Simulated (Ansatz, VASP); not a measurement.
**Two plane-wave programs on Al2O3**

```
Al O
1.0
    -4.56860    4.56860    4.56860
     4.56860   -4.56860    4.56860
     4.56860    4.56860   -4.56860
Al O
4 6
Direct
  0.75000 0.75000 0.75000
  0.50000 0.00000 0.75000
  0.00000 0.75000 0.50000
  0.75000 0.50000 0.00000
  0.62500 0.87500 0.75000
  0.87500 0.75000 0.62500
  0.75000 0.62500 0.87500
  0.25000 0.87500 0.62500
  0.62500 0.25000 0.87500
  0.87500 0.62500 0.25000
```

Alike in both runs: task relaxation of cell and atoms; functional PBE; k mesh 4 × 4 × 4; occupations gaussian, width 0.1 eV; no spin polarisation.

|  | VASP | Ansatz |
| --- | --- | --- |
| version | VASP 6.6.1 | Ansatz 0.2.0 |
| potentials or method | VASP PAW PBE potentials, release 64 (Al, O), cutoff 600 eV | scalar-relativistic, plane waves, PAW |
| valence electrons in the cell | 48 | 48 |

Ansatz gave:

```
gap on the k mesh at the Fermi level, each at its own relaxed structure (eV) : 4.03
relaxed volume (Å³/atom)                                                     : 43.20
relaxed cell length with the largest relative difference (Å)                 : 8.248
```

Question: Which values does VASP return?

Answer: gap on the k mesh at the Fermi level, each at its own relaxed structure (eV): 4.01; relaxed volume (Å³/atom): 43.38; relaxed cell length with the largest relative difference (Å): 8.260.
